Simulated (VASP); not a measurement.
Crystal: HfSnO4.

```xyz
6
Lattice="3.8656 0.0000 0.0000 0.0000 3.8656 0.0000 0.0000 0.0000 5.6189" Properties=species:S:1:pos:R:3 pbc="T T T"
Hf    0.0000    0.0000    0.0000
Sn    1.9328    1.9328    2.8095
O     0.0000    1.9328    3.9176
O     1.9328    0.0000    4.5108
O     1.9328    0.0000    1.7014
O     0.0000    1.9328    1.1081
```

| Item | Value |
| --- | --- |
| Program | VASP 6.6.1 |
| Task | relaxation of cell and atoms |
| Functional | PBE |
| Potentials or basis | VASP PAW PBE potentials, release 64 (Hf_pv, Sn_d, O) |
| Cutoff | 600 eV |
| k mesh | 4 × 4 × 4 |
| Occupations | gaussian, width 0.1 eV |
| Spin | no spin polarisation |

At the start: pressure -27.9 GPa; volume 13.99 Å³/atom.

Q: Where does the relaxation end?

A: Over 12 steps the energy falls by 293.4 meV/atom and the volume is 11.59 Å³/atom (-17.2 %); space group P-4m2 (No. 115, to 0.1 Å) before and after.

Step by step:
| step | energy change (eV) | largest force (eV/Å) | pressure (GPa) | volume (Å³) |
| --- | --- | --- | --- | --- |
| 1 | 0.0000 | 1.5977 | -27.91 | 83.96 |
| 2 | 0.0253 | 1.7846 | 57.98 | 57.67 |
| 3 | -1.7234 | 0.3995 | -1.09 | 68.99 |
| 4 | -1.7256 | 0.3531 | 0.04 | 68.62 |
| 5 | -1.7253 | 0.3147 | 0.99 | 68.34 |
| 6 | -1.7380 | 0.1958 | 1.03 | 68.53 |
| 7 | -1.7537 | 0.2058 | 1.27 | 69.02 |
| 8 | -1.7555 | 0.1234 | -2.10 | 70.27 |
| 9 | -1.7585 | 0.1186 | -0.65 | 69.71 |
| 10 | -1.7603 | 0.0716 | 0.07 | 69.58 |
| 11 | -1.7603 | 0.0646 | -0.04 | 69.60 |
| 12 | -1.7606 | 0.0141 | 0.25 | 69.56 |

Final structure:
```cif
data_structure
_symmetry_space_group_name_H-M 'P 1'
_symmetry_Int_Tables_number 1
_cell_length_a 3.5917
_cell_length_b 3.5917
_cell_length_c 5.3921
_cell_angle_alpha 90.000
_cell_angle_beta 90.000
_cell_angle_gamma 90.000
_cell_volume 69.56
loop_
_atom_site_label
_atom_site_type_symbol
_atom_site_fract_x
_atom_site_fract_y
_atom_site_fract_z
_atom_site_occupancy
Hf1 Hf 0.00000 0.00000 0.00000 1
Sn1 Sn 0.50000 0.50000 0.50000 1
O1 O 0.00000 0.50000 0.68709 1
O2 O 0.50000 0.00000 0.82077 1
O3 O 0.50000 0.00000 0.31291 1
O4 O 0.00000 0.50000 0.17923 1
```

Caveat: the volume moved by over 15 % at a fixed basis, so the end points are rough.
